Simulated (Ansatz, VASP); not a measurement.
**Zn2Ge3 in VASP and in Ansatz**

```xyz
5
Lattice="4.8705 0.0000 0.0000 0.0000 4.8705 0.0000 0.0000 0.0000 4.8705" Properties=species:S:1:pos:R:3 pbc="T T T"
Zn    0.0000    0.0000    0.0000
Zn    2.4352    2.4352    2.4352
Ge    2.4352    0.0000    0.0000
Ge    0.0000    2.4352    0.0000
Ge    0.0000    0.0000    2.4352
```

Alike in both runs: task relaxation of cell and atoms; functional PBE; k mesh 8 × 8 × 8; occupations gaussian, width 0.1 eV; no spin polarisation.

|  | VASP | Ansatz |
| --- | --- | --- |
| version | VASP 6.6.1 | Ansatz 0.2.0 |
| potentials or method | VASP PAW PBE potentials, release 64 (Zn, Ge_d), cutoff 600 eV | scalar-relativistic, plane waves, PAW |
| valence electrons in the cell | 66 | 66 |

Ansatz gave:

- gap on the k mesh at the Fermi level, each at its own relaxed structure (eV): none
- relaxed volume (Å³/atom): 23.02
- relaxed cell length with the largest relative difference (Å): 4.864

Task: Which values does VASP return?

Result: gap on the k mesh at the Fermi level, each at its own relaxed structure (eV): none; relaxed volume (Å³/atom): 23.06; relaxed cell length with the largest relative difference (Å): 4.867.

A gap of «none» marks a metal or a gap that the smearing closes.
